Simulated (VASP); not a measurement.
Input of a VASP 6.6.1 run:

The input INCAR:

```
  PREC = Accurate
  ENCUT = 600
  EDIFF = 1E-6
  ISMEAR = 0
  SIGMA = 0.05
  LREAL = False
  LASPH = True
  NELM = 200
  ALGO = Normal
  ISIF = 2
  LWAVE = False
  LCHARG = True
  ISPIN = 2
  MAGMOM = 7.4 -0.1
  LORBIT = 11
  LMAXMIX = 6
  LDAU = True
  LDAUTYPE = 2
  LDAUL = 3 -1
  LDAUU = 6 0
  LDAUJ = 0 0
  LDAUPRINT = 1
  GGA = PS
  LELF = True
  LVHAR = True
  NBANDS = 22
  GGA_COMPAT = False
```

The input KPOINTS:

```
Automatic mesh
0
Gamma
  8 8 8
```

File POSCAR:

```
EuO
1.0
    0.0000000000      2.5420095249      2.5420095249
    2.5420095249      0.0000000000      2.5420095249
    2.5420095249      2.5420095249      0.0000000000
Eu O
1 1
Direct
    0.5000000000      0.5000000000      0.5000000000
    0.0000000000      0.0000000000      0.0000000000
```

Potentials or basis: VASP PAW PBE potentials, release 64 (Eu, O).

Run with:

```bash
$ cat potpaw_PBE.64/Eu/POTCAR potpaw_PBE.64/O/POTCAR > POTCAR
$ mpirun -np 1 vasp_std > vasp.out
```

Q: Estimate the band gap on the k mesh.

A: Zero (filled and empty bands overlap).

Q: What does it give for the net moment?

A: 7.00 μB per cell.

Eigenvalues of the final occupation matrices:
```csv
site,spin,trace,eigenvalues
site 1 f,1,6.78,0.96 0.97 0.97 0.97 0.97 0.97 0.97
site 1 f,2,0.02,0.00 0.00 0.00 0.00 0.01 0.01 0.01
```

Caveat: spin-orbit coupling is left out, which moves the levels of the heavy elements; a cell with one magnetic atom can't hold antiferromagnetic order, which such compounds often take. The state reached can hang on the start; a lower one may exist.
